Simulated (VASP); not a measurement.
Set up this calculation in VASP 6.6.1, as the native input.

```
Task                   : single point
Functional             : LDA
Potentials or basis    : VASP PAW LDA potentials, release 64 (In_d, Se)
Cutoff                 : 520 eV
k mesh                 : 8 × 8 × 8
Occupations            : fermi-dirac, width 0.05 eV
Spin                   : no spin polarisation
Dipole correction      : no
Further INCAR settings : ALGO = Normal; EDIFF = 1e-07; NBANDS = 27
```

The structure of InSe lies in POSCAR:

```
InSe
1.0
    2.0392256448      1.1773474750      8.6055322212
   -2.0392256448      1.1773474750      8.6055322212
    0.0000000000     -2.3546949500      8.6055322212
In Se
2 2
Direct
    0.8886000000      0.8886000000      0.8886000000
    0.0000000000      0.0000000000      0.0000000000
    0.1719000000      0.1719000000      0.1719000000
    0.3835000000      0.3835000000      0.3835000000
```

These files were run (other wordings do the same):

INCAR

```
SYSTEM = InSe
PREC = Accurate
ENCUT = 520
EDIFF = 1E-7
ISMEAR = -1
SIGMA = 0.05
LREAL = .False.
LASPH = .True.
NELM = 100
ALGO = Normal
ISIF = 2
LWAVE = .False.
LCHARG = .True.
GGA = CA
LELF = .True.
LVHAR = .True.
NBANDS = 27
```

KPOINTS

```
regular mesh
0
Gamma
  8 8 8
  0 0 0
```

Potentials or basis: VASP PAW LDA potentials, release 64 (In_d, Se).

Launch:

```sh
$ cat potpaw_LDA.64/In_d/POTCAR potpaw_LDA.64/Se/POTCAR > POTCAR
$ mpirun -np 1 vasp_std > vasp.out
```

It gave:

```
Pressure               : -3.8 GPa
Largest force          : 0.447 eV/Å
Band gap on the k mesh : 0.10 eV
```

Caveat: the cell stands under tension; spin-orbit coupling is left out, which moves the levels of the heavy elements.

Wall time 8.6 min on 1 thread of Intel(R) Xeon(R) 6975P-C (Granite Rapids) (shared host), peak memory 0.6 GiB.
